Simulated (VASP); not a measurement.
Wanted: the native input for a VASP 6.6.1 run.

* Task: single point
* Functional: PBE
* Potentials or basis: VASP PAW PBE potentials, release 64 (Rh_pv)
* Cutoff: 520 eV
* k mesh: 18 × 18 × 3
* Occupations: gaussian, width 0.1 eV
* Spin: no spin polarisation
* Dipole correction: no
* Further INCAR settings: ALGO = Fast; EDIFF = 1e-06; NBANDS = 62

The structure of Rh lies in POSCAR:

```
Rh
1.0
    2.7112196132      0.0000000000      0.0000000000
   -1.3556098066      2.3479850602      0.0000000000
    0.0000000000      0.0000000000     15.4771075494
Rh
7
Direct
    0.0000000000      0.0000000000     -0.0003902342
    0.3333333333      0.6666666667      0.1423079686
    0.0000000000      0.0000000000      0.2864601822
    0.3333333333      0.6666666667      0.4285714286
    0.6666666667      0.3333333333      0.5706826750
    0.3333333333      0.6666666667      0.7148348886
    0.6666666667      0.3333333333      0.8575330914
```

These files were run (other wordings do the same):

INCAR

```
SYSTEM = Rh
ALGO = Fast ; EDIFF = 1E-6
ENCUT = 520 ; GGA = PE
ISIF = 2 ; ISMEAR = 0
LASPH = .TRUE. ; LCHARG = .FALSE.
LREAL = .FALSE. ; LWAVE = .FALSE.
NBANDS = 62 ; NELM = 80
PREC = Accurate ; SIGMA = 0.1
```

KPOINTS

```
k-points
0
G
  18 18 3
  0 0 0
```

Potentials or basis: VASP PAW PBE potentials, release 64 (Rh_pv).

The run is started by

```bash
$ cat potpaw_PBE.64/Rh_pv/POTCAR > POTCAR
$ mpirun -np 1 vasp_std > vasp.out
```

Results of the run:

- Pressure: 0.0 GPa
- Largest force: 0.004 eV/Å

Wall time 40 min on 1 thread of Intel(R) Xeon(R) Platinum 8259CL CPU @ 2.50GHz (Skylake/Cascade Lake), on a shared host, peak memory 0.49 GiB.
